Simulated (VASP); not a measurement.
**NaH: single point with HSE06**

NaH:

```
Na H
1.0
     2.93239    0.00000    0.00000
     0.00000    2.93239    0.00000
     0.00000    0.00000    2.93239
Na H
1 1
Direct
  0.00000 0.00000 0.00000
  0.50000 0.50000 0.50000
```

```
Program             : VASP 6.6.1
Task                : single point
Functional          : HSE06
Potentials or basis : VASP PAW PBE potentials, release 64 (Na_pv, H)
Cutoff              : 520 eV
k mesh              : 6 × 6 × 6
Occupations         : gaussian, width 0.01 eV
Spin                : no spin polarisation
```

| Item | Value |
| --- | --- |
| Pressure | 0.3 GPa |
| Band gap on the k mesh | 1.88 eV (least direct gap 5.71 eV) |

Levels at points of the mesh, in eV from the valence-band top:
```tsv
k point	band 1	band 2	band 3	band 4	band 5	band 6	band 7	band 8
(0.00, 0.00, 0.00)	-27.08	-27.08	-27.08	-6.60	10.26	12.22	12.22	13.92
(0.50, 0.00, 0.00)	-27.26	-27.06	-27.06	-3.84	1.88	12.49	15.58	16.00
(0.50, 0.50, 0.00)	-27.23	-27.23	-27.05	-1.96	5.24	5.24	8.07	16.34
(0.50, 0.50, 0.50)	-27.20	-27.20	-27.20	0.00	7.95	7.95	7.95	10.43
```

Run time: 11 min on 1 thread of Intel Xeon 8259CL (shared host), peak memory 0.24 GiB.

Caveat: the structure was generated, so it needn't be the stable form of NaH; the PAW data sets were made with another functional, which shifts forces and pressure a little. A k mesh can miss the band edges.
